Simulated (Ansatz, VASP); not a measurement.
# One calculation of Sr3Ta2O, two programs

```xyz
6
Lattice="5.6217 0.0000 0.0000 -2.8108 4.8685 0.0000 0.0000 0.0000 5.8398" Properties=species:S:1:pos:R:3 pbc="T T T"
Sr    0.0000    0.0000    2.9199
Sr    0.0000    3.2457    0.0000
Sr    0.0000    3.2457    2.9199
Ta    2.8108    1.6228    1.7207
Ta    2.8108    1.6228    4.1191
O     0.0000    0.0000    0.0000
```

Change from the starting cell: species swapped into the Eu2Si3Au type (P-6m2, No. 187).

Alike in both runs: functional PBE; k mesh 12 × 12 × 6; occupations gaussian, width 0.1 eV; no spin polarisation.

Ansatz relaxed the structure, and its values are those at the end. VASP's run is a single point on that final structure, the one shown.

|  | VASP | Ansatz |
| --- | --- | --- |
| version | VASP 6.6.1 | Ansatz 0.2.0 |
| potentials or method | VASP PAW PBE potentials, release 64 (Sr_sv, Ta_pv, O), cutoff 520 eV | scalar-relativistic, plane waves, PAW |
| valence electrons in the cell | 58 | 62 |

|  | VASP | Ansatz | Ansatz less VASP |
| --- | --- | --- | --- |
| gap on the k mesh at the Fermi level (eV) | none | none | - |
| pressure (GPa) | 0.2 | 0.0 | -0.17 |
| rms of the force components (eV/Å) | 0.019 | 0.002 | -0.0178 |

A gap of «none» marks a metal or a gap that the smearing closes. VASP's potentials hold 58 valence electrons a cell and Ansatz's 62, so a difference there can come from the potentials and not from the codes.

Neither program's run includes spin-orbit coupling.
